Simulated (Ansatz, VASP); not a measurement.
One calculation of Ti, two programs

Contents of INCAR:

```
SYSTEM = Ti
  ALGO = Fast
  EDIFF = 1E-7
  ENCUT = 520
  GGA = PS
  ISIF = 2
  ISMEAR = 0
  LASPH = .True.
  LCHARG = .True.
  LELF = .True.
  LREAL = .False.
  LVHAR = .True.
  LWAVE = .False.
  NBANDS = 19
  NELM = 60
  PREC = Accurate
  SIGMA = 0.15
```

KPOINTS

```
k-points
0
Gamma
  14 14 14
  0 0 0
```

File POSCAR:

```
Ti
1.0
    0.0000000000     -3.2099008398      0.0000000000
   -3.2099008398      0.0000000000      0.0000000000
    0.0000000000      0.0000000000     -3.2099008398
Ti
2
Direct
    0.5000000000      0.5458581144      0.5000000000
    0.0000000000     -0.0458581144      0.0000000000
```

Input for Ansatz:

```yaml
crystal:
  lattice:
    - [0.0, -3.2099008398, 0.0]
    - [-3.2099008398, 0.0, 0.0]
    - [0.0, 0.0, -3.2099008398]
  atoms:
    - { symbol: Ti, position: [0.5, 0.5458581144, 0.5] }
    - { symbol: Ti, position: [0.0, -0.0458581144, 0.0] }
basis:
  ecutwfc: 520.0
kpoints:
  mp_grid: { grid: [14, 14, 14] }
hamiltonian:
  xc: pbesol
  pseudopotentials: { kind: paw, azcp: { folder: soft_1 } }
scf:
  occupations: { method: gaussian, width: 0.15 }
output:
  forces: true
  stress: true
  eigenvalues: true
```

Change from the starting cell: mode 4 frozen in at -0.147 Å and mode 5 at +0.000 Å (largest displacements).

Alike in both runs: task single point; functional PBEsol; k mesh 14 × 14 × 14; occupations gaussian, width 0.15 eV; no spin polarisation.

|  | VASP | Ansatz |
| --- | --- | --- |
| version | VASP 6.6.1 | Ansatz 0.2.0 |
| potentials or method | VASP PAW PBE potentials, release 64 (Ti_sv), cutoff 520 eV | scalar-relativistic, plane waves, PAW |
| valence electrons in the cell | 24 | 24 |

Ansatz gave:

| Property | Result |
| --- | --- |
| gap on the k mesh at the Fermi level (eV) | none |
| pressure (GPa) | 2.1 |
| traceless stress, the component that is largest in VASP (GPa) | -1.91 |
| rms of the force components (eV/Å) | 0.848 |

Task: What did VASP give for the same quantities?

Result: gap on the k mesh at the Fermi level (eV): none; pressure (GPa): 1.9; traceless stress, the component that is largest in VASP (GPa): -1.90; rms of the force components (eV/Å): 0.848.

VASP's potentials were made for PBE, not for PBEsol, and Ansatz warns of the same on its side. Atom by atom the forces differ by 0.000 eV/Å (rms over components). A gap of «none» marks a metal or a gap that the smearing closes.
